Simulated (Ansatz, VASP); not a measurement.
**Two plane-wave programs on CaO**

INCAR

```
SYSTEM = CaO
PREC     = Accurate       ! precision mode
ENCUT    = 600            ! plane-wave cutoff, eV
EDIFF    = 1E-6           ! SCF threshold, eV
ISMEAR   = 0              ! smearing method
SIGMA    = 0.02           ! smearing width, eV
LREAL    = .FALSE.        ! projectors in reciprocal space
LASPH    = .TRUE.         ! aspherical terms in the spheres
NELM     = 80             ! most SCF steps
ALGO     = Normal         ! electronic algorithm
ISIF     = 3              ! what is computed and relaxed
LWAVE    = .FALSE.        ! write WAVECAR
LCHARG   = .FALSE.        ! write CHGCAR
GGA      = PE             ! functional
IBRION   = 2              ! ionic algorithm
NSW      = 100            ! ionic steps
EDIFFG   = -0.01          ! ionic threshold
```

File KPOINTS:

```
Automatic mesh
0
G
  8 8 8
  0 0 0
```

File POSCAR:

```
CaO
1.0
    2.9344159944      0.0000000000      0.0000000000
    0.0000000000      2.9344159944      0.0000000000
    0.0000000000      0.0000000000      2.9344159944
Ca O
1 1
Direct
    0.5000000000      0.5000000000      0.5000000000
    0.0000000000      0.0000000000      0.0000000000
```

Input for Ansatz:

```yaml
crystal:
  lattice:
    - [2.9344159944, 0.0, 0.0]
    - [0.0, 2.9344159944, 0.0]
    - [0.0, 0.0, 2.9344159944]
  atoms:
    - { symbol: Ca, position: [0.5, 0.5, 0.5] }
    - { symbol: O, position: [0.0, 0.0, 0.0] }
basis:
  ecutwfc: 420
kpoints:
  mp_grid: { grid: [8, 8, 8] }
hamiltonian:
  xc: pbe
scf:
  occupations: { method: gaussian, width: 0.02 }
output:
  forces: true
  stress: true
  eigenvalues: true
relax:
  adjacent_minimum: "off"
  f_tol: 0.01
  max_steps: 80
  cell: { stress_tol: 0.05 }
```

Change from the starting cell: species swapped into the ZrIr type (P4/mmm, No. 123).

Alike in both runs: task relaxation of cell and atoms; functional PBE; k mesh 8 × 8 × 8; occupations gaussian, width 0.02 eV; no spin polarisation.

|  | VASP | Ansatz |
| --- | --- | --- |
| version | VASP 6.6.1 | Ansatz 0.2.0 |
| potentials or method | VASP PAW PBE potentials, release 64 (Ca_sv, O), cutoff 600 eV | scalar-relativistic, plane waves, PAW |
| valence electrons in the cell | 16 | 16 |

```csv
,VASP,Ansatz,Ansatz less VASP
"gap on the k mesh at the Fermi level, each at its own relaxed structure (eV)",2.77,2.78,+0.011
relaxed volume (Å³/atom),12.70,12.63,-0.065
relaxed cell length with the largest relative difference (Å),2.939,2.934,-0.0050
```
